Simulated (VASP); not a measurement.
# ZnCu2SnS4 in VASP: a series of runs

The runs below take ZnCu2SnS4 through single point, with PBEsol, RPBE, revPBE.

Everything below comes from runs of VASP 6.6.1. Logs are shortened: lines on timing, memory, paths and dates and some standing lists are left out, and cuts for length are marked.

### 1 The cell of the first run

The typed cell holds 8 atoms: a = 6.648 Å, b = 6.648 Å, c = 6.648 Å, α = 131.75°, β = 131.75°, γ = 70.62°.

### 2 Single point, PBEsol (atoms moved at random)

INCAR reads:

```
SYSTEM = ZnCu2SnS4
ALGO     = Normal         ! electronic algorithm
EDIFF    = 1E-6           ! SCF threshold, eV
ENCUT    = 520            ! plane-wave cutoff, eV
GGA      = PS             ! functional
ISIF     = 2              ! what is computed and relaxed
ISMEAR   = -1             ! smearing method
KPAR     = 4            
LASPH    = .True.         ! aspherical terms in the spheres
LCHARG   = .False.        ! write CHGCAR
LREAL    = .False.        ! projectors in reciprocal space
LWAVE    = .False.        ! write WAVECAR
NBANDS   = 46             ! bands
NELM     = 80             ! most SCF steps
PREC     = Accurate       ! precision mode
SIGMA    = 0.05           ! smearing width, eV
```

KPOINTS reads:

```
k-points
0
Gamma
  7 7 7
  0 0 0
```

POSCAR reads:

```
ZnCu2SnS4
1.0
   -2.7171000000      2.7171000000      5.4248000000
    2.7171000000     -2.7171000000      5.4248000000
    2.7171000000      2.7171000000     -5.4248000000
Sn Zn Cu S
1 1 2 4
Direct
    0.4998870000      0.4953600000     -0.0092350000
    0.2574170000      0.7540930000      0.5053350000
    0.7530980000      0.2518030000      0.5040450000
   -0.0003670000      0.0002110000      0.0072980000
    0.6284600000      0.6255400000      0.5003960000
    0.8998190000      0.3810510000      0.0073280000
    0.1144790000      0.1130740000      0.4924800000
    0.3780130000      0.8939170000      1.0150250000
```

Potentials or basis: VASP PAW PBE potentials, release 64 (Sn_d, Zn, Cu, S).

Command:

```console
cat potpaw_PBE.64/Sn_d/POTCAR potpaw_PBE.64/Zn/POTCAR potpaw_PBE.64/Cu/POTCAR potpaw_PBE.64/S/POTCAR > POTCAR
mpirun -np 4 vasp_std > vasp.out
```

OUTCAR:

```text
SYSTEM = ZnCu2SnS4
   EDIFF = 1E-6
   ENCUT = 520
   GGA = PS
   ISIF = 2
   ISMEAR = -1
   LASPH = .True.
   LREAL = .False.
   NELM = 80
   PREC = Accurate

 ion  position               nearest neighbor table
   1  0.500  0.495  0.991-   5 2.38   7 2.41   8 2.43   6 2.46
   2  0.257  0.754  0.505-   6 2.29   7 2.29   5 2.34   8 2.38
   3  0.753  0.252  0.504-   6 2.29   8 2.30   7 2.30   5 2.36
   4  1.000  0.000  0.007-   7 2.33   5 2.34   8 2.35   6 2.39
   5  0.628  0.626  0.500-   4 2.34   2 2.34   3 2.36   1 2.38
   6  0.900  0.381  0.007-   2 2.29   3 2.29   4 2.39   1 2.46
   7  0.114  0.113  0.492-   2 2.29   3 2.30   4 2.33   1 2.41
   8  0.378  0.894  0.015-   3 2.30   4 2.35   2 2.38   1 2.43

  LATTYP: Found a body centered tetragonal cell.
 ALAT       =     5.4342000000
 C/A-ratio  =     1.9965404291

  Lattice vectors:

 A1 = (  -2.7171000000,   2.7171000000,   5.4248000000)
 A2 = (   2.7171000000,  -2.7171000000,   5.4248000000)
 A3 = (   2.7171000000,   2.7171000000,  -5.4248000000)

Analysis of symmetry for initial positions (statically):
=====================================================================
 Subroutine PRICEL returns:
 Original cell was already a primitive cell.

 Routine SETGRP: Setting up the symmetry group for a
 body centered tetragonal supercell.

 Subroutine GETGRP returns: Found  1 space group operations
 (whereof  1 operations were pure point group operations)
 out of a pool of 16 trial point group operations.

The static configuration has the point symmetry C_1 .

Analysis of symmetry for dynamics (positions and initial velocities):
=====================================================================
 Subroutine PRICEL returns:
 Original cell was already a primitive cell.

 Routine SETGRP: Setting up the symmetry group for a
 body centered tetragonal supercell.

 Subroutine GETGRP returns: Found  1 space group operations
 (whereof  1 operations were pure point group operations)
 out of a pool of 16 trial point group operations.

The dynamic configuration has the point symmetry C_1 .

 Subroutine INISYM returns: Found  1 space group operations
 (whereof  1 operations are pure point group operations),
 and found     1 'primitive' translations

----------------------------------------------------------------------------------------

                                     Primitive cell
[... 102 lines left out ...]
   NELM   =     80;   NELMIN=  2; NELMDL= -5     # of ELM steps
   EDIFF  = 0.1E-05   stopping-criterion for ELM
   LREAL  =      F    real-space projection
   EDIFFG = 0.1E-04   stopping-criterion for IOM
   NSW    =      0    number of steps for IOM
   IBRION =     -1    ionic relax: 0-MD 1-quasi-New 2-CG
   NFREE  =      0    steps in history (QN), initial steepest desc. (CG)
   ISIF   =      2    stress and relaxation
   ISYM   =      2    0-nonsym 1-usesym 2-fastsym
   POTIM  = 0.5000    time-step for ionic-motion
   TEBEG  =    0.0;   TEEND  =   0.0 temperature during run
   PSTRESS=    0.0 pullay stress
   NELECT =      72.0000    total number of electrons
   NUPDOWN=      -1.0000    fix difference up-down
   EMIN   =  10.00;   EMAX   =-10.00  energy-range for DOS
   EFERMI =   0.00;   METHOD = LEGACY
   ISMEAR =    -1;   SIGMA  =   0.05  broadening in eV -4-tet -1-fermi 0-gaus
   EFERMI_NEDOS =   21; number of points for ismear=-14 and -15
   IALGO  =     38    algorithm
   IMIX   =      4    mixing-type and parameters
     AMIX     =   0.40;   BMIX     =  1.00
     AMIX_MAG =   1.60;   BMIX_MAG =  1.00
  volume/ion in A,a.u.               =      20.02       135.13
  Fermi-wavevector in a.u.,A,eV,Ry     =   1.254009  2.369734 21.395688  1.572539
  Thomas-Fermi vector in A             =   2.387835
   LORBIT       =      0    0 simple, 1 ext, 2 COOP (PROOUT), +10 PAW based schemes
   GGA     = PS    functional components
   LHFCALC =     F    Hartree Fock is set to
   AEXX    =    0.0000 exact exchange contribution
   IVDW    =     0    specifies the selected vdW correction
   LEPSILON=     F    determine dielectric tensor
   LRPA    =     F    only Hartree local field effects (RPA)
 non-spin polarized calculation
  energy-cutoff  :      520.00
  volume of cell :      160.20
 maximum number of plane-waves:      4340
 NGX is ok and might be reduce to    50
   NGX = 25   NGY = 25   NGZ = 25

 number of electron      72.0000007 magnetization

 Free energy of the ion-electron system (eV)
  ---------------------------------------------------
  ext. energy  EPLUGINS =         0.00000000
  ---------------------------------------------------
  free energy    TOTEN  =       -35.65746814 eV

  energy without entropy =      -35.65705532  energy(sigma->0) =      -35.65726173

 E-fermi :   4.8917     XC(G=0): -10.0011

 val. band max:        4.7217191691   @ k =   0.0000   0.0000   0.0000
 cond. band min:       4.9764136967   @ k =   0.0000   0.0000   0.0000
 fundamental gap:      0.2546945276
 Fermi energy:         4.8917401409

 k-point     1 :       0.0000    0.0000    0.0000
  band No.  band energies     occupation
      1     -17.4420      2.00000
      2     -17.4211      2.00000
      3     -17.4070      2.00000
      4     -17.3370      2.00000
      5     -17.3244      2.00000
      6      -9.8046      2.00000
[... 1165 lines left out ...]
     45      10.2867      0.00000
     46      10.6009      0.00000

 [... further k-points ...]
[... 5 lines left out ...]
  --------------------------------------------------------------------------------------
  -------------------------------------------------------------------------------------
  Total       -1.4604998     -1.4262011     -1.6779475      0.4978233     -0.0833240      0.2636763
  in kB      -14.6068683    -14.2638377    -16.7816239      4.9788708     -0.8333472      2.6371004
  external PRESSURE =     -15.2174433 kB  Pullay stress =       0.0000000 kB

 VOLUME and BASIS-vectors are now :
 -----------------------------------------------------------------------------
  energy-cutoff  :      520.00
  volume of cell :      160.20
      direct lattice vectors                 reciprocal lattice vectors
    -2.717100000  2.717100000  5.424800000     0.000000000  0.184019727  0.092169297
     2.717100000 -2.717100000  5.424800000     0.184019727  0.000000000  0.092169297
     2.717100000  2.717100000 -5.424800000     0.184019727  0.184019727  0.000000000

 POSITION                                       TOTAL-FORCE (eV/Angst)
 -----------------------------------------------------------------------------------
      2.67971      2.70431      0.02431        -0.120401      0.054148      0.482843
      2.72256      0.02353      2.74590         0.100571      0.313243     -0.113261
      0.00747      2.73161      2.71704         0.038110     -0.065021      0.058319
     -2.69570      2.73536      5.38436         0.000478     -0.044319      0.127502
      1.35169      1.36756      4.08815         0.490611      0.878138     -0.457351
     -1.38963      1.42946      6.90871        -0.483250     -0.087480     -0.508290
      1.33430      1.34193     -1.43718        -0.186415     -0.721468      0.202502
      1.44259     -1.36094      6.81846         0.160296     -0.327242      0.207736
 -----------------------------------------------------------------------------------
    total drift:                               -0.000520     -0.000317     -0.001213

  FREE ENERGIE OF THE ION-ELECTRON SYSTEM (eV)
  ---------------------------------------------------
  free  energy   TOTEN  =       -35.6574681372 eV

  energy  without entropy=      -35.6570553202  energy(sigma->0) =      -35.65726173
```

OSZICAR:

```text
N       E                     dE             d eps       ncg     rms          rms(c)
DAV:   1     0.726593171648E+03    0.72659E+03   -0.31877E+04 15958   0.199E+03
DAV:   2     0.921197466933E+02   -0.63447E+03   -0.61058E+03 15832   0.515E+02
DAV:   3    -0.281526224359E+02   -0.12027E+03   -0.11697E+03 19062   0.209E+02
DAV:   4    -0.377498129442E+02   -0.95972E+01   -0.94700E+01 21604   0.585E+01
DAV:   5    -0.381885953914E+02   -0.43878E+00   -0.43796E+00 23430   0.135E+01    0.177E+01
DAV:   6    -0.380687610630E+02    0.11983E+00   -0.41200E+01 24210   0.102E+02    0.129E+01
DAV:   7    -0.355464435194E+02    0.25223E+01   -0.11174E+01 21288   0.848E+01    0.783E+00
DAV:   8    -0.358128520063E+02   -0.26641E+00   -0.46541E+00 25264   0.259E+01    0.407E+00
DAV:   9    -0.356621562752E+02    0.15070E+00   -0.14800E+00 21928   0.208E+01    0.820E-01
DAV:  10    -0.356562574988E+02    0.58988E-02   -0.10150E-01 24266   0.568E+00    0.285E-01
DAV:  11    -0.356572057832E+02   -0.94828E-03   -0.16384E-02 24978   0.219E+00    0.240E-01
DAV:  12    -0.356575275371E+02   -0.32175E-03   -0.23819E-03 25180   0.969E-01    0.106E-01
DAV:  13    -0.356574802092E+02    0.47328E-04   -0.49091E-04 25088   0.324E-01    0.492E-02
DAV:  14    -0.356574625291E+02    0.17680E-04   -0.15674E-04 25840   0.191E-01    0.247E-02
DAV:  15    -0.356574691031E+02   -0.65740E-05   -0.35405E-05 23656   0.715E-02    0.129E-02
DAV:  16    -0.356574679099E+02    0.11932E-05   -0.10966E-05 16626   0.628E-02    0.313E-03
DAV:  17    -0.356574681372E+02   -0.22738E-06   -0.23597E-06 12854   0.158E-02
   1 F= -.35657468E+02 E0= -.35657262E+02  d E =-.412817E-03
```

It took 7.4 min on 4 MPI ranks of Intel Xeon 6975P-C (Granite Rapids), shared host; peak memory 1.2 GiB.

What came out:

| Item | Value |
| --- | --- |
| Free energy | -35.6575 eV |
| Pressure | -1.5 GPa |
| Largest force | 1.105 eV/Å |
| Band gap on the k mesh | 0.25 eV |

Forces in eV/Å, atoms in the order of the input:
```
Sn  -0.120  0.054  0.483
Zn   0.101  0.313 -0.113
Cu   0.038 -0.065  0.058
Cu   0.000 -0.044  0.128
S    0.491  0.878 -0.457
S   -0.483 -0.087 -0.508
S   -0.186 -0.721  0.203
S    0.160 -0.327  0.208
```

Caveat: the cell differs from its parent crystal (atoms moved at random); semilocal functionals underestimate gaps, and a narrow one can read as zero; the PAW data sets were made with another functional, which shifts forces and pressure a little; spin-orbit coupling is left out, which moves the levels of the heavy elements.

### 3 Single point, RPBE

INCAR reads:

```
PREC = Accurate
ENCUT = 520
EDIFF = 1E-6
ISMEAR = -1
SIGMA = 0.05
LREAL = False
LASPH = True
NELM = 80
ALGO = Normal
ISIF = 2
LWAVE = False
LCHARG = False
GGA = RP
NBANDS = 46
```

KPOINTS reads:

```
regular mesh
0
Gamma
  7 7 7
```

POSCAR reads:

```
ZnCu2SnS4
1.0
   -2.7171000000      2.7171000000      5.4248000000
    2.7171000000     -2.7171000000      5.4248000000
    2.7171000000      2.7171000000     -5.4248000000
Sn Zn Cu S
1 1 2 4
Direct
    0.5000000000      0.5000000000      0.0000000000
    0.2500000000      0.7500000000      0.5000000000
    0.7500000000      0.2500000000      0.5000000000
    0.0000000000      0.0000000000      0.0000000000
    0.6279900000      0.6283900000      0.5128000000
    0.8848100000      0.3720100000      0.0004000000
    0.1155900000      0.1151900000      0.4872000000
    0.3716100000      0.8844100000      0.9996000000
```

Potentials or basis: VASP PAW PBE potentials, release 64 (Sn_d, Zn, Cu, S).

Command:

```console
cat potpaw_PBE.64/Sn_d/POTCAR potpaw_PBE.64/Zn/POTCAR potpaw_PBE.64/Cu/POTCAR potpaw_PBE.64/S/POTCAR > POTCAR
mpirun -np 1 vasp_std > vasp.out
```

Run time: 10 min. Hardware: 1 thread of Intel Xeon Platinum 8488C (Sapphire Rapids), shared host; peak memory 0.59 GiB.

The run converged. Its results:

```yaml
Free_energy: -29.5767 eV
Pressure: 4.5 GPa
Largest_force: 0.535 eV/Å
Band_gap_on_the_k_mesh: 0.40 eV
```

Forces in eV/Å, atoms in the order of the input:
```
Sn   0.000  0.000  0.000
Zn   0.000  0.000  0.000
Cu   0.000  0.000  0.000
Cu   0.000  0.000  0.000
S    0.116  0.498 -0.157
S   -0.498  0.116  0.157
S   -0.116 -0.498 -0.157
S    0.498 -0.116  0.157
```

Stress tensor (GPa, compression positive):
```
4.59 0.00 0.00
0.00 4.59 0.00
0.00 0.00 4.48
```

Levels at points of the mesh, in eV from the valence-band top:
```tsv
k point	band 33	band 34	band 35	band 36	band 37	band 38	band 39	band 40
(0.00, 0.00, 0.00)	-1.33	-0.08	-0.08	0.00	0.40	2.12	2.97	3.85
```

Caveat: the cell stands under pressure; semilocal functionals underestimate gaps, and a narrow one can read as zero; the PAW data sets were made with another functional, which shifts forces and pressure a little; spin-orbit coupling is left out, which moves the levels of the heavy elements.

### 4 Single point, revPBE

INCAR reads:

```
SYSTEM = ZnCu2SnS4
  ALGO = Normal
  EDIFF = 1E-6
  ENCUT = 520
  GGA = RE
  ISIF = 2
  ISMEAR = -1
  LASPH = .TRUE.
  LCHARG = .TRUE.
  LELF = .TRUE.
  LREAL = .FALSE.
  LVHAR = .TRUE.
  LWAVE = .FALSE.
  NBANDS = 46
  NELM = 100
  PREC = Accurate
  SIGMA = 0.05
```

KPOINTS reads:

```
k-points
0
G
  7 7 7
  0 0 0
```

POSCAR is that of step 3.

Command:

```console
cat potpaw_PBE.64/Sn_d/POTCAR potpaw_PBE.64/Zn/POTCAR potpaw_PBE.64/Cu/POTCAR potpaw_PBE.64/S/POTCAR > POTCAR
mpirun -np 1 vasp_std > vasp.out
```

Run time: 11 min. Hardware: 1 thread of Intel Xeon Platinum 8488C (Sapphire Rapids), shared host; peak memory 0.59 GiB.

Results (log left out):

```
Free energy            : -29.9922 eV
Pressure               : 3.9 GPa
Largest force          : 0.547 eV/Å
Band gap on the k mesh : 0.38 eV
```

Forces on the atoms (eV/Å):
```
Sn   0.000  0.000  0.000
Zn   0.000  0.000  0.000
Cu   0.000  0.000  0.000
Cu   0.000  0.000  0.000
S    0.122  0.507 -0.164
S   -0.507  0.122  0.164
S   -0.122 -0.507 -0.164
S    0.507 -0.122  0.164
```

Stress tensor (GPa, compression positive):
```
3.92 0.00 0.00
0.00 3.92 0.00
0.00 0.00 3.81
```

Levels at points of the mesh, in eV from the valence-band top:
```csv
k point,band 32,band 33,band 34,band 35,band 36,band 37,band 38,band 39,band 40,band 41
"(0.00, 0.00, 0.00)",-1.49,-1.34,-0.08,-0.08,0.00,0.38,2.10,2.96,3.84,3.84
```

Caveat: the cell stands under pressure; semilocal functionals underestimate gaps, and a narrow one can read as zero; the PAW data sets were made with another functional, which shifts forces and pressure a little; spin-orbit coupling is left out, which moves the levels of the heavy elements.

### 5 The runs side by side

| level | cell | gap on the mesh (eV) | pressure (GPa) | largest force (eV/Å) |
| --- | --- | --- | --- | --- |
| PBEsol | as given, atomic positions A | 0.25 | -1.5 | 1.10 |
| RPBE | as given, atomic positions B | 0.40 | 4.5 | 0.54 |
| revPBE | as given, atomic positions B | 0.38 | 3.9 | 0.55 |

Alike in all rows: task single point; potentials or basis VASP PAW PBE potentials, release 64 (Sn_d, Zn, Cu, S); no spin polarisation; k mesh 7 × 7 × 7; cutoff (eV) 520; smearing fermi-dirac 0.05 eV.

Caveats: semilocal functionals underestimate gaps, and a narrow one can read as zero; the PAW data sets were made with another functional, which shifts forces and pressure a little; spin-orbit coupling is left out, which moves the levels of the heavy elements; the cell stands under pressure (at least some runs).

Absolute energies hang on the potentials; compare differences alone.
